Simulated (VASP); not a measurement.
Set up this calculation in VASP 6.6.1, as the native input.

```
Task                   : single point
Functional             : PBE
Potentials or basis    : VASP PAW PBE potentials, release 64 (Sn_d, Mn_pv)
Cutoff                 : 520 eV
k mesh                 : 10 × 10 × 10
Occupations            : gaussian, width 0.1 eV
Spin                   : no spin polarisation
Dipole correction      : no
Further INCAR settings : ALGO = Fast; EDIFF = 1e-06; NBANDS = 36
```

The structure of MnSn3 lies in POSCAR:

```
MnSn3
1.0
    0.0000000000      3.5220257693      3.5220257693
    3.5220257693      0.0000000000      3.5220257693
    3.5220257693      3.5220257693      0.0000000000
Sn Mn
3 1
Direct
    0.2500000000      0.2500000000      0.2500000000
    0.7500000000      0.7500000000      0.7500000000
    0.5000000000      0.5000000000      0.5000000000
    0.0000000000      0.0000000000      0.0000000000
```

One way to write it, as run:

INCAR

```
  ALGO = Fast
  EDIFF = 1E-6
  ENCUT = 520
  GGA = PE
  ISIF = 2
  ISMEAR = 0
  LASPH = True
  LCHARG = False
  LREAL = False
  LWAVE = False
  NBANDS = 36
  NELM = 60
  PREC = Accurate
  SIGMA = 0.1
```

KPOINTS

```
k-points
0
Gamma
  10 10 10
```

Potentials or basis: VASP PAW PBE potentials, release 64 (Sn_d, Mn_pv).

Run with:

```sh
$ cat potpaw_PBE.64/Sn_d/POTCAR potpaw_PBE.64/Mn_pv/POTCAR > POTCAR
$ mpirun -np 1 vasp_std > vasp.out
```

It gave:

```yaml
Pressure: 0.0 GPa
Band_gap_on_the_k_mesh: zero (an odd number of electrons rules out a gap without spin polarisation)
```

Caveat: spin-orbit coupling is left out, which moves the levels of the heavy elements; the run has no spin polarisation, though such a crystal can be magnetic.

Run time: 4.1 min on 1 thread of Intel(R) Xeon(R) Platinum 8375C CPU @ 2.90GHz (Ice Lake) (shared host), peak memory 0.31 GiB.
